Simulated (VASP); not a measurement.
# MgO (Fm-3m) in VASP: single point with PBE+D3(BJ)

Aim: the single point of MgO with PBE+D3(BJ).

Everything below comes from runs of VASP 6.6.1. Logs are shortened: lines on timing, memory, paths and dates and some standing lists are left out, and cuts for length are marked.

**What was measured.**

“Electronic structure of alkaline earth and post-transition metal oxides”, 2009, arxiv:0908.1581 quotes, for a bulk crystal of MgO: band gap 7.83 eV.

How close the calculation comes is told below.

### Step 1. The cell of the first run

It takes space group Fm-3m (No. 225, cubic). The conventional cell has a = 4.208 Å, b = 4.208 Å, c = 4.208 Å, α = 90.00°, β = 90.00°, γ = 90.00°. Within 2.8 Å of Mg (site symmetry m-3m) lie 6 O at 2.10 Å. O (site symmetry m-3m) has 6 Mg at 2.10 Å within 2.8 Å.

### Step 2. Single point, PBE+D3(BJ)

INCAR

```
SYSTEM = MgO
PREC = Accurate
ENCUT = 520
EDIFF = 1E-6
ISMEAR = 0
SIGMA = 0.02
LREAL = .False.
LASPH = .True.
NELM = 100
ALGO = Normal
ISIF = 2
LWAVE = .False.
LCHARG = .False.
GGA = PE
IVDW = 12
NBANDS = 11
```

KPOINTS

```
regular mesh
0
Gamma
  10 10 10
  0 0 0
```

POSCAR

```
MgO
1.0
    0.0000000000      2.1042005697      2.1042005697
    2.1042005697      0.0000000000      2.1042005697
    2.1042005697      2.1042005697      0.0000000000
Mg O
1 1
Direct
    0.0000000000      0.0000000000      0.0000000000
    0.5000000000      0.5000000000      0.5000000000
```

Potentials or basis: VASP PAW PBE potentials, release 64 (Mg, O).

Run with:

```sh
cat potpaw_PBE.64/Mg/POTCAR potpaw_PBE.64/O/POTCAR > POTCAR
mpirun -np 1 vasp_std > vasp.out
```

OUTCAR:

```text
SYSTEM = MgO
   PREC = Accurate
   ENCUT = 520
   EDIFF = 1E-6
   ISMEAR = 0
   LREAL = .False.
   LASPH = .True.
   NELM = 100
   ISIF = 2
   GGA = PE
   IVDW = 12
 IVDW          = 12

 ion  position               nearest neighbor table
   1  0.000  0.000  0.000-   2 2.10   2 2.10   2 2.10   2 2.10   2 2.10   2 2.10
   2  0.500  0.500  0.500-   1 2.10   1 2.10   1 2.10   1 2.10   1 2.10   1 2.10

  LATTYP: Found a face centered cubic cell.
 ALAT       =     4.2084011394

  Lattice vectors:

 A1 = (   0.0000000000,   2.1042005697,   2.1042005697)
 A2 = (   2.1042005697,   0.0000000000,   2.1042005697)
 A3 = (   2.1042005697,   2.1042005697,   0.0000000000)

Analysis of symmetry for initial positions (statically):
=====================================================================
 Subroutine PRICEL returns:
 Original cell was already a primitive cell.

 Routine SETGRP: Setting up the symmetry group for a
 face centered cubic supercell.

 Subroutine GETGRP returns: Found 48 space group operations
[... 9 lines left out ...]

 Routine SETGRP: Setting up the symmetry group for a
 face centered cubic supercell.

 Subroutine GETGRP returns: Found 48 space group operations
[... 11 lines left out ...]
                                     Primitive cell

  volume of cell :      18.6334

  direct lattice vectors                    reciprocal lattice vectors
     0.000000000  2.104200570  2.104200570    -0.237619934  0.237619934  0.237619934
     2.104200570  0.000000000  2.104200570     0.237619934 -0.237619934  0.237619934
     2.104200570  2.104200570  0.000000000     0.237619934  0.237619934 -0.237619934

  length of vectors
     2.975788984  2.975788984  2.975788984     0.411569798  0.411569798  0.411569798

  position of ions in fractional coordinates (direct lattice)
     0.000000000  0.000000000  0.000000000
     0.500000000  0.500000000  0.500000000

  ion indices of the primitive-cell ions
   primitive index   ion index
                 1           1
                 2           2

----------------------------------------------------------------------------------------

 KPOINTS: regular mesh

Automatic generation of k-mesh.
 Grid dimensions read from file:
 generate k-points for:   10   10   10

 Generating k-lattice:

  Cartesian coordinates                     Fractional coordinates (reciprocal lattice)
    -0.023761993  0.023761993  0.023761993     0.100000000  0.000000000  0.000000000
     0.023761993 -0.023761993  0.023761993     0.000000000  0.100000000  0.000000000
     0.023761993  0.023761993 -0.023761993     0.000000000  0.000000000  0.100000000

  Length of vectors
     0.041156980  0.041156980  0.041156980

  Shift w.r.t. Gamma in fractional coordinates (k-lattice)
     0.000000000  0.000000000  0.000000000

 Subroutine IBZKPT returns following result:
 ===========================================

 Found     47 irreducible k-points:

 Following reciprocal coordinates:
            Coordinates               Weight
  0.000000  0.000000  0.000000      1.000000
  0.100000  0.000000  0.000000      8.000000
  0.200000  0.000000  0.000000      8.000000
  0.300000  0.000000  0.000000      8.000000
  0.400000  0.000000  0.000000      8.000000
  0.500000  0.000000  0.000000      4.000000
[... 16 lines left out ...]
  0.300000  0.300000  0.000000      6.000000
  0.400000  0.300000  0.000000     24.000000
 [... further k-points ...]
   k-points           NKPTS =     47   k-points in BZ     NKDIM =     47   number of bands    NBANDS=     11
   number of dos      NEDOS =    301   number of ions     NIONS =      2
   total plane-waves  NPLWV =  13824
   dimension x,y,z NGX =    24 NGY =   24 NGZ =   24
   dimension x,y,z NGXF=    48 NGYF=   48 NGZF=   48
   ions per type =               1   1
   NGX,Y,Z   is equivalent  to a cutoff of  13.41, 13.41, 13.41 a.u.
   NGXF,Y,Z  is equivalent  to a cutoff of  26.82, 26.82, 26.82 a.u.
 SYSTEM =  MgO
   PREC   = accura    normal or accurate (medium, high low for compatibility)
   ISTART =      0    job   : 0-new  1-cont  2-samecut
   ICHARG =      2    charge: 1-file 2-atom 10-const
   ISPIN  =      1    spin polarized calculation?
   LNONCOLLINEAR =      F non collinear calculations
   LSORBIT =      F    spin-orbit coupling
   LASPH  =      T    aspherical Exc in radial PAW
   ENCUT  =  520.0 eV  38.22 Ry    6.18 a.u.   5.53  5.53  5.53*2*pi/ulx,y,z
   NELM   =    100;   NELMIN=  2; NELMDL= -5     # of ELM steps
   EDIFF  = 0.1E-05   stopping-criterion for ELM
   LREAL  =      F    real-space projection
   EDIFFG = 0.1E-04   stopping-criterion for IOM
   NSW    =      0    number of steps for IOM
   IBRION =     -1    ionic relax: 0-MD 1-quasi-New 2-CG
   NFREE  =      0    steps in history (QN), initial steepest desc. (CG)
   ISIF   =      2    stress and relaxation
   ISYM   =      2    0-nonsym 1-usesym 2-fastsym
   POTIM  = 0.5000    time-step for ionic-motion
   TEBEG  =    0.0;   TEEND  =   0.0 temperature during run
   PSTRESS=    0.0 pullay stress
   NELECT =       8.0000    total number of electrons
   NUPDOWN=      -1.0000    fix difference up-down
   EMIN   =  10.00;   EMAX   =-10.00  energy-range for DOS
   EFERMI =   0.00;   METHOD = LEGACY
   ISMEAR =     0;   SIGMA  =   0.02  broadening in eV -4-tet -1-fermi 0-gaus
   EFERMI_NEDOS =   21; number of points for ismear=-14 and -15
   IALGO  =     38    algorithm
   IMIX   =      4    mixing-type and parameters
     AMIX     =   0.40;   BMIX     =  1.00
     AMIX_MAG =   1.60;   BMIX_MAG =  1.00
  volume/ion in A,a.u.               =       9.32        62.87
  Fermi-wavevector in a.u.,A,eV,Ry     =   1.235021  2.333851 20.752653  1.525277
  Thomas-Fermi vector in A             =   2.369687
   LORBIT       =      0    0 simple, 1 ext, 2 COOP (PROOUT), +10 PAW based schemes
   GGA     = PE    functional components
   LHFCALC =     F    Hartree Fock is set to
   AEXX    =    0.0000 exact exchange contribution
   IVDW    =    12    specifies the selected vdW correction
   LEPSILON=     F    determine dielectric tensor
   LRPA    =     F    only Hartree local field effects (RPA)
 non-spin polarized calculation
 Gauss-broadening in eV      SIGMA  =   0.02
  energy-cutoff  :      520.00
  volume of cell :       18.63
 maximum number of plane-waves:       531
 NGX is ok and might be reduce to    24
   NGX = 11   NGY = 11   NGZ = 11

 number of electron       8.0000005 magnetization

 Free energy of the ion-electron system (eV)
  ---------------------------------------------------
  ext. energy  EPLUGINS =         0.00000000
  ---------------------------------------------------
  free energy    TOTEN  =       -11.90421825 eV

  energy without entropy =      -11.90421825  energy(sigma->0) =      -11.90421825

 E-fermi :   3.3698     XC(G=0): -11.0910

 val. band max:        3.2066757075   @ k =   0.0000   0.0000   0.0000
 cond. band min:       7.9584749632   @ k =   0.0000   0.0000   0.0000
 fundamental gap:      4.7517992556
 Fermi energy:         3.3698021504

 k-point     1 :       0.0000    0.0000    0.0000
  band No.  band energies     occupation
      1     -14.0702      2.00000
      2       3.2067      2.00000
      3       3.2067      2.00000
      4       3.2067      2.00000
      5       7.9585      0.00000
      6      19.0211      0.00000
      7      19.0211      0.00000
      8      19.0211      0.00000
      9      22.9447      0.00000
     10      24.7221      0.00000
     11      24.7221      0.00000

 k-point     2 :       0.1000    0.0000    0.0000
  band No.  band energies     occupation
      1     -13.9639      2.00000
      2       2.5544      2.00000
      3       3.1388      2.00000
      4       3.1388      2.00000
      5       8.5870      0.00000
      6      17.7710      0.00000
      7      19.2621      0.00000
      8      19.2621      0.00000
      9      23.9980      0.00000
     10      23.9980      0.00000
     11      24.6065      0.00000

 k-point     3 :       0.2000    0.0000    0.0000
  band No.  band energies     occupation
      1     -13.6719      2.00000
      2       1.2310      2.00000
      3       2.9669      2.00000
      4       2.9669      2.00000
      5       9.7831      0.00000
      6      16.2594      0.00000
      7      19.7494      0.00000
      8      19.7494      0.00000
      9      23.3072      0.00000
     10      23.3072      0.00000
     11      25.5136      0.00000

 k-point     4 :       0.3000    0.0000    0.0000
  band No.  band energies     occupation
      1     -13.2777      2.00000
      2      -0.0940      2.00000
      3       2.7649      2.00000
      4       2.7649      2.00000
      5      10.7174      0.00000
      6      15.5774      0.00000
      7      19.8697      0.00000
      8      19.8697      0.00000
      9      23.7525      0.00000
     10      23.7525      0.00000
     11      24.8986      0.00000

 k-point     5 :       0.4000    0.0000    0.0000
  band No.  band energies     occupation
      1     -12.9243      2.00000
      2      -1.0626      2.00000
      3       2.6088      2.00000
      4       2.6088      2.00000
      5      11.0713      0.00000
      6      15.6731      0.00000
      7      19.6566      0.00000
      8      19.6566      0.00000
      9      24.3390      0.00000
     10      25.0095      0.00000
     11      25.0095      0.00000
[... 211 lines left out ...]
 k-point    21 :      -0.3000    0.2000    0.0000
  band No.  band energies     occupation
      1     -12.8457      2.00000
      2      -0.4712      2.00000
      3       1.3955      2.00000
      4       2.5512      2.00000
      5      12.4982      0.00000
      6      15.1579      0.00000
      7      17.4267      0.00000
      8      20.5710      0.00000
      9      23.5047      0.00000
     10      24.3252      0.00000
     11      28.3264      0.00000

 k-point    22 :      -0.2000    0.2000    0.0000
  band No.  band energies     occupation
      1     -13.1606      2.00000
      2       0.1037      2.00000
      3       1.8670      2.00000
      4       2.7612      2.00000
      5      11.6774      0.00000
      6      15.1272      0.00000
      7      18.3472      0.00000
      8      21.0323      0.00000
      9      21.7035      0.00000
     10      24.6023      0.00000
     11      28.0896      0.00000

 k-point    23 :       0.3000    0.3000    0.0000
  band No.  band energies     occupation
      1     -13.0748      2.00000
      2       0.0488      2.00000
      3       2.2671      2.00000
      4       2.2671      2.00000
      5      12.0867      0.00000
      6      13.6455      0.00000
      7      17.6654      0.00000
      8      21.1753      0.00000
      9      21.1753      0.00000
     10      27.3808      0.00000
     11      30.6414      0.00000

 k-point    24 :       0.4000    0.3000    0.0000
  band No.  band energies     occupation
      1     -12.8260      2.00000
      2      -0.3769      2.00000
      3       1.9002      2.00000
      4       2.1194      2.00000
      5      12.8044      0.00000
      6      13.3960      0.00000
      7      16.8370      0.00000
      8      21.4203      0.00000
      9      21.6272      0.00000
     10      28.1266      0.00000
     11      30.2387      0.00000

 [... further k-points ...]

------------------------ aborting loop because EDIFF is reached ----------------------------------------

 Edisp (eV)   -0.58779

 E8    (eV) :    -0.2302

  FORCE on cell =-STRESS in cart. coord.  units (eV):
  Direction    XX          YY          ZZ          XY          YZ          ZX
  --------------------------------------------------------------------------------------
  -------------------------------------------------------------------------------------
  Total      -0.09481    -0.09481    -0.09481     0.00000    -0.00000    -0.00000
  in kB      -8.15220    -8.15220    -8.15220     0.00000    -0.00000    -0.00000
  external pressure =       -8.15 kB  Pullay stress =        0.00 kB

 VOLUME and BASIS-vectors are now :
 -----------------------------------------------------------------------------
  energy-cutoff  :      520.00
  volume of cell :       18.63
      direct lattice vectors                 reciprocal lattice vectors
     0.000000000  2.104200570  2.104200570    -0.237619934  0.237619934  0.237619934
     2.104200570  0.000000000  2.104200570     0.237619934 -0.237619934  0.237619934
     2.104200570  2.104200570  0.000000000     0.237619934  0.237619934 -0.237619934

 POSITION                                       TOTAL-FORCE (eV/Angst)
 -----------------------------------------------------------------------------------
      0.00000      0.00000      0.00000         0.000000      0.000000      0.000000
      2.10420      2.10420      2.10420        -0.000000     -0.000000     -0.000000
 -----------------------------------------------------------------------------------
    total drift:                               -0.000000     -0.000000      0.000000

  FREE ENERGIE OF THE ION-ELECTRON SYSTEM (eV)
  ---------------------------------------------------
  free  energy   TOTEN  =       -12.4920102656 eV

  energy  without entropy=      -12.4920102656  energy(sigma->0) =      -12.49201027
```

It took 7.9 s on 1 thread of Intel Xeon Platinum 8259CL at 2.50GHz (Skylake/Cascade Lake), shared host; peak memory 0.15 GiB.

What came out:

| Quantity | Value |
| --- | --- |
| Free energy | -12.4920 eV |
| Pressure | -0.8 GPa |
| Band gap on the k mesh | 4.75 eV, direct |
| Dispersion energy per atom | -0.294 eV |

Levels at points of the mesh, in eV from the valence-band top:
```csv
k point,band 1,band 2,band 3,band 4,band 5,band 6,band 7,band 8
"(0.00, 0.00, 0.00)",-17.28,0.00,0.00,0.00,4.75,15.81,15.81,15.81
"(0.50, 0.00, 0.00)",-15.99,-4.63,-0.66,-0.66,7.91,12.64,16.34,16.34
"(0.50, 0.50, 0.00)",-15.73,-4.09,-1.35,-1.35,9.12,10.00,13.13,19.01
```

### Step 3. How close it comes

Step 2. A measured gap of MgO is 7.83 eV (quoted in “Electronic structure of alkaline earth and post-transition metal oxides”, 2009, arxiv:0908.1581); the calculated 4.75 eV misses it by -3.08 eV. The value is that of PBE+D3(BJ), without temperature or zero-point motion. Semilocal functionals fall short of measured gaps as a rule.
